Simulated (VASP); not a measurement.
# MnHg (P4/mmm) in VASP: single point with LDA

Aim: the single point of MnHg with LDA.

Program: VASP 6.6.1. These are calculated values, not measurements. Logs are shortened: lines on timing, memory, paths and dates and some standing lists are left out, and cuts for length are marked.

## (1) The cell of the first run

It takes space group P4/mmm (No. 123, tetragonal). The conventional cell has a = 3.373 Å, b = 3.373 Å, c = 3.399 Å, α = 90.00°, β = 90.00°, γ = 90.00°. Within 3.9 Å of Mn (site symmetry 4/mmm) lie 8 Hg at 2.93 Å and 6 Mn at 3.37 to 3.40 Å. Within 3.9 Å of Hg (site symmetry 4/mmm) lie 8 Mn at 2.93 Å and 6 Hg at 3.37 to 3.40 Å.

## (2) Single point, LDA, collinear spin, ferromagnetic start

The input, INCAR:

```
  PREC = Accurate
  ENCUT = 520
  EDIFF = 1E-6
  ISMEAR = 0
  SIGMA = 0.3
  LREAL = F
  LASPH = T
  NELM = 150
  ALGO = Normal
  ISIF = 2
  LWAVE = F
  LCHARG = F
  ISPIN = 2
  MAGMOM = 4 0
  LORBIT = 11
  LMAXMIX = 4
  GGA = CA
  NBANDS = 24
```

The input, KPOINTS:

```
Automatic mesh
0
Gamma
  9 9 9
```

The input, POSCAR:

```
MnHg
1.0
    3.3734405476      0.0000000000      0.0000000000
    0.0000000000      3.3734405476      0.0000000000
    0.0000000000      0.0000000000      3.3990901868
Mn Hg
1 1
Direct
    0.5000000000      0.5000000000      0.5000000000
    0.0000000000      0.0000000000      0.0000000000
```

Potentials or basis: VASP PAW LDA potentials, release 64 (Mn_pv, Hg).

On the command line:

```sh
> cat potpaw_LDA.64/Mn_pv/POTCAR potpaw_LDA.64/Hg/POTCAR > POTCAR
> mpirun -np 1 vasp_std > vasp.out
```

OUTCAR:

```text
PREC = Accurate
   ENCUT = 520
   EDIFF = 1E-6
   ISMEAR = 0
   LREAL = F
   LASPH = T
   NELM = 150
   ISIF = 2
   ISPIN = 2
   LORBIT = 11
   GGA = CA

 ion  position               nearest neighbor table
   1  0.500  0.500  0.500-   2 2.93   2 2.93   2 2.93   2 2.93   2 2.93   2 2.93   2 2.93   2 2.93

   2  0.000  0.000  0.000-   1 2.93   1 2.93   1 2.93   1 2.93   1 2.93   1 2.93   1 2.93   1 2.93

  LATTYP: Found a simple tetragonal cell.
 ALAT       =     3.3734405476
 C/A-ratio  =     1.0076034063

  Lattice vectors:

 A1 = (   3.3734405476,   0.0000000000,   0.0000000000)
 A2 = (   0.0000000000,   3.3734405476,   0.0000000000)
 A3 = (   0.0000000000,   0.0000000000,   3.3990901868)

Analysis of symmetry for initial positions (statically):
=====================================================================
 Subroutine PRICEL returns:
 Original cell was already a primitive cell.

 Routine SETGRP: Setting up the symmetry group for a
 simple tetragonal supercell.

 Subroutine GETGRP returns: Found 16 space group operations
 (whereof 16 operations were pure point group operations)
 out of a pool of 16 trial point group operations.

The static configuration has the point symmetry D_4h.

Analysis of symmetry for dynamics (positions and initial velocities):
=====================================================================
 Subroutine PRICEL returns:
 Original cell was already a primitive cell.

 Routine SETGRP: Setting up the symmetry group for a
 simple tetragonal supercell.

 Subroutine GETGRP returns: Found 16 space group operations
 (whereof 16 operations were pure point group operations)
 out of a pool of 16 trial point group operations.

The dynamic configuration has the point symmetry D_4h.

Analysis of structural, dynamic, and magnetic symmetry:
=====================================================================
 Subroutine PRICEL returns:
 Original cell was already a primitive cell.

 Routine SETGRP: Setting up the symmetry group for a
 simple tetragonal supercell.

 Subroutine GETGRP returns: Found 16 space group operations
 (whereof 16 operations were pure point group operations)
 out of a pool of 16 trial point group operations.

The overall configuration has the point symmetry D_4h.

 Subroutine INISYM returns: Found 16 space group operations
 (whereof 16 operations are pure point group operations),
 and found     1 'primitive' translations

----------------------------------------------------------------------------------------

                                     Primitive cell

  volume of cell :      38.6820

  direct lattice vectors                    reciprocal lattice vectors
     3.373440548  0.000000000  0.000000000     0.296433266  0.000000000  0.000000000
     0.000000000  3.373440548  0.000000000     0.000000000  0.296433266  0.000000000
     0.000000000  0.000000000  3.399090187     0.000000000  0.000000000  0.294196372

  length of vectors
     3.373440548  3.373440548  3.399090187     0.296433266  0.296433266  0.294196372

  position of ions in fractional coordinates (direct lattice)
     0.500000000  0.500000000  0.500000000
     0.000000000  0.000000000  0.000000000

  ion indices of the primitive-cell ions
   primitive index   ion index
                 1           1
                 2           2

----------------------------------------------------------------------------------------

 KPOINTS: Automatic mesh

Automatic generation of k-mesh.
 Grid dimensions read from file:
 generate k-points for:    9    9    9

 Generating k-lattice:

  Cartesian coordinates                     Fractional coordinates (reciprocal lattice)
     0.032937030  0.000000000  0.000000000     0.111111111  0.000000000  0.000000000
     0.000000000  0.032937030  0.000000000     0.000000000  0.111111111  0.000000000
     0.000000000  0.000000000  0.032688486     0.000000000  0.000000000  0.111111111

  Length of vectors
     0.032937030  0.032937030  0.032688486

  Shift w.r.t. Gamma in fractional coordinates (k-lattice)
     0.000000000  0.000000000  0.000000000

 Subroutine IBZKPT returns following result:
 ===========================================

 Found     75 irreducible k-points:

 Following reciprocal coordinates:
            Coordinates               Weight
  0.000000  0.000000  0.000000      1.000000
  0.111111  0.000000  0.000000      4.000000
  0.222222  0.000000  0.000000      4.000000
  0.333333  0.000000  0.000000      4.000000
  0.444444  0.000000  0.000000      4.000000
  0.111111  0.111111  0.000000      4.000000
[... 16 lines left out ...]
  0.333333  0.111111  0.111111     16.000000
  0.444444  0.111111  0.111111     16.000000
 [... further k-points ...]
   k-points           NKPTS =     75   k-points in BZ     NKDIM =     75   number of bands    NBANDS=     24
   number of dos      NEDOS =    301   number of ions     NIONS =      2
   total plane-waves  NPLWV =  21952
   dimension x,y,z NGX =    28 NGY =   28 NGZ =   28
   dimension x,y,z NGXF=    56 NGYF=   56 NGZF=   56
   ions per type =               1   1
   NGX,Y,Z   is equivalent  to a cutoff of  13.80, 13.80, 13.69 a.u.
   NGXF,Y,Z  is equivalent  to a cutoff of  27.60, 27.60, 27.39 a.u.
 SYSTEM =  unknown system
   PREC   = accura    normal or accurate (medium, high low for compatibility)
   ISTART =      0    job   : 0-new  1-cont  2-samecut
   ICHARG =      2    charge: 1-file 2-atom 10-const
   ISPIN  =      2    spin polarized calculation?
   LNONCOLLINEAR =      F non collinear calculations
   LSORBIT =      F    spin-orbit coupling
   LASPH  =      T    aspherical Exc in radial PAW
   ENCUT  =  520.0 eV  38.22 Ry    6.18 a.u.   6.27  6.27  6.32*2*pi/ulx,y,z
   NELM   =    150;   NELMIN=  2; NELMDL= -5     # of ELM steps
   EDIFF  = 0.1E-05   stopping-criterion for ELM
   LREAL  =      F    real-space projection
[... 7 lines left out ...]
   TEBEG  =    0.0;   TEEND  =   0.0 temperature during run
   PSTRESS=    0.0 pullay stress
   NELECT =      25.0000    total number of electrons
   NUPDOWN=      -1.0000    fix difference up-down
   EMIN   =  10.00;   EMAX   =-10.00  energy-range for DOS
   EFERMI =   0.00;   METHOD = LEGACY
   ISMEAR =     0;   SIGMA  =   0.30  broadening in eV -4-tet -1-fermi 0-gaus
   EFERMI_NEDOS =   21; number of points for ismear=-14 and -15
   IALGO  =     38    algorithm
   IMIX   =      4    mixing-type and parameters
     AMIX     =   0.40;   BMIX     =  1.00
     AMIX_MAG =   1.60;   BMIX_MAG =  1.00
  volume/ion in A,a.u.               =      19.34       130.52
  Fermi-wavevector in a.u.,A,eV,Ry     =   1.415420  2.674755 27.258087  2.003413
  Thomas-Fermi vector in A             =   2.536860
   LORBIT       =     11    0 simple, 1 ext, 2 COOP (PROOUT), +10 PAW based schemes
   GGA     = CA    functional components
   LHFCALC =     F    Hartree Fock is set to
   AEXX    =    0.0000 exact exchange contribution
   IVDW    =     0    specifies the selected vdW correction
   LEPSILON=     F    determine dielectric tensor
   LRPA    =     F    only Hartree local field effects (RPA)
 spin polarized calculation
 Gauss-broadening in eV      SIGMA  =   0.30
  energy-cutoff  :      520.00
  volume of cell :       38.68
 maximum number of plane-waves:      1055
 NGX is ok and might be reduce to    28
   NGX = 13   NGY = 13   NGZ = 13

 number of electron      24.9999993 magnetization       3.8457725

 Free energy of the ion-electron system (eV)
  ---------------------------------------------------
  ext. energy  EPLUGINS =         0.00000000
  ---------------------------------------------------
  free energy    TOTEN  =        -9.76997749 eV

  energy without entropy =       -9.68877184  energy(sigma->0) =       -9.72937467

 E-fermi :   4.6288     XC(G=0): -11.6724

 val. band max:        4.6201788085   @ k =   0.2222   0.2222   0.1111
 cond. band min:       4.6297055161   @ k =   0.2222   0.2222   0.2222
 fundamental gap:      0.0095267076
 Fermi energy:         4.6287913664

 spin component 1

 k-point     1 :       0.0000    0.0000    0.0000
  band No.  band energies     occupation
      1     -44.7717      1.00000
      2     -44.7669      1.00000
      3     -44.7669      1.00000
      4      -4.5252      1.00000
      5      -3.2706      1.00000
      6      -3.2593      1.00000
[... 16 lines left out ...]
     23      21.4644      0.00000
     24      24.2346      0.00000

 k-point     2 :       0.1111    0.0000    0.0000
  band No.  band energies     occupation
      1     -44.7716      1.00000
      2     -44.7685      1.00000
      3     -44.7668      1.00000
      4      -4.3424      1.00000
      5      -3.2352      1.00000
      6      -3.1836      1.00000
[... 16 lines left out ...]
     23      21.3728      0.00000
     24      22.4842      0.00000

 k-point     3 :       0.2222    0.0000    0.0000
  band No.  band energies     occupation
      1     -44.7725      1.00000
      2     -44.7714      1.00000
      3     -44.7665      1.00000
      4      -3.8632      1.00000
      5      -3.1636      1.00000
      6      -2.8958      1.00000
[... 16 lines left out ...]
     23      20.0426      0.00000
     24      20.0948      0.00000
[... 514 lines left out ...]
 k-point    23 :       0.3333    0.1111    0.1111
  band No.  band energies     occupation
      1     -44.7767      1.00000
      2     -44.7724      1.00000
      3     -44.7677      1.00000
      4      -3.1617      1.00000
      5      -2.9691      1.00000
      6      -2.6804      1.00000
[... 16 lines left out ...]
     23      20.7313      0.00000
     24      22.2051      0.00000

 k-point    24 :       0.4444    0.1111    0.1111
  band No.  band energies     occupation
      1     -44.7797      1.00000
      2     -44.7722      1.00000
      3     -44.7674      1.00000
      4      -2.9701      1.00000
      5      -2.9151      1.00000
      6      -2.7595      1.00000
[... 16 lines left out ...]
     23      19.5974      0.00000
     24      23.0410      0.00000

 [... further k-points ...]

 spin component 2

 k-point     1 :       0.0000    0.0000    0.0000
  band No.  band energies     occupation
      1     -41.1394      1.00000
      2     -41.1361      1.00000
      3     -41.1361      1.00000
      4      -4.2477      1.00000
      5      -3.2320      1.00000
      6      -3.2188      1.00000
[... 16 lines left out ...]
     23      21.6635      0.00000
     24      24.9564      0.00000

 k-point     2 :       0.1111    0.0000    0.0000
  band No.  band energies     occupation
      1     -41.1393      1.00000
      2     -41.1381      1.00000
      3     -41.1360      1.00000
      4      -4.0676      1.00000
      5      -3.2009      1.00000
      6      -3.1438      1.00000
[... 16 lines left out ...]
     23      21.6478      0.00000
     24      23.0605      0.00000

 k-point     3 :       0.2222    0.0000    0.0000
  band No.  band energies     occupation
      1     -41.1431      1.00000
      2     -41.1390      1.00000
      3     -41.1357      1.00000
      4      -3.6278      1.00000
      5      -3.1445      1.00000
      6      -2.8197      1.00000
[... 16 lines left out ...]
     23      20.6042      0.00000
     24      20.6998      0.00000
[... 514 lines left out ...]
 k-point    23 :       0.3333    0.1111    0.1111
  band No.  band energies     occupation
      1     -41.1485      1.00000
      2     -41.1402      1.00000
      3     -41.1371      1.00000
      4      -3.0435      1.00000
      5      -2.9646      1.00000
      6      -2.6179      1.00000
[... 16 lines left out ...]
     23      21.1413      0.00000
     24      22.8164      0.00000

 k-point    24 :       0.4444    0.1111    0.1111
  band No.  band energies     occupation
      1     -41.1522      1.00000
      2     -41.1399      1.00000
      3     -41.1368      1.00000
      4      -2.9287      1.00000
      5      -2.9012      1.00000
      6      -2.6934      1.00000
[... 16 lines left out ...]
     23      19.9427      0.00000
     24      23.5166      0.00000

 [... further k-points ...]
[... 5 lines left out ...]
  --------------------------------------------------------------------------------------
  -------------------------------------------------------------------------------------
  Total       -3.0296246     -3.0296246     -3.0320310      0.0000000      0.0000000     -0.0000000
  in kB     -125.4846455   -125.4846455   -125.5843163      0.0000000      0.0000000     -0.0000000
  external PRESSURE =    -125.5178691 kB  Pullay stress =       0.0000000 kB

 VOLUME and BASIS-vectors are now :
 -----------------------------------------------------------------------------
  energy-cutoff  :      520.00
  volume of cell :       38.68
      direct lattice vectors                 reciprocal lattice vectors
     3.373440548  0.000000000  0.000000000     0.296433266  0.000000000  0.000000000
     0.000000000  3.373440548  0.000000000     0.000000000  0.296433266  0.000000000
     0.000000000  0.000000000  3.399090187     0.000000000  0.000000000  0.294196372

 POSITION                                       TOTAL-FORCE (eV/Angst)
 -----------------------------------------------------------------------------------
      1.68672      1.68672      1.69955         0.000000      0.000000      0.000000
      0.00000      0.00000      0.00000         0.000000      0.000000      0.000000
 -----------------------------------------------------------------------------------
    total drift:                                0.000000      0.000000      0.000000

  FREE ENERGIE OF THE ION-ELECTRON SYSTEM (eV)
  ---------------------------------------------------
  free  energy   TOTEN  =        -9.7699774948 eV

  energy  without entropy=       -9.6887718376  energy(sigma->0) =       -9.72937467

 total charge

# of ion       s       p       d       tot
------------------------------------------
    1        0.245   6.148   4.993  11.385
    2        0.816   0.461   9.254  10.532
--------------------------------------------------
tot          1.061   6.609  14.247  21.917

 magnetization (x)

# of ion       s       p       d       tot
------------------------------------------
    1        0.021   0.009   3.690   3.720
    2       -0.033  -0.044   0.037  -0.040
--------------------------------------------------
tot         -0.012  -0.036   3.728   3.680
```

It took 65 s on 1 thread of AMD EPYC 9R45 (Zen 5), shared host; peak memory 0.2 GiB.

What came out:

- Free energy: -9.7700 eV
- Pressure: -12.6 GPa
- Net moment: 3.85 μB per cell
- Site moments: Mn +3.72; Hg -0.04 μB
- Valence electrons inside the program's atomic spheres: Mn 11.38; Hg 10.53

Levels at points of the mesh, in eV from the Fermi level:
Spin up:
```csv
k point,band 12,band 13,band 14,band 15,band 16,band 17
"(0.00, 0.00, 0.00)",-1.79,-1.79,-1.78,4.63,4.83,4.83
```
Spin down:
| k point | band 8 | band 9 | band 10 | band 11 | band 12 | band 13 |
| --- | --- | --- | --- | --- | --- | --- |
| (0.00, 0.00, 0.00) | -6.84 | -6.83 | 0.23 | 0.24 | 1.36 | 1.36 |

Caveat: spin-orbit coupling is left out, which moves the levels of the heavy elements.
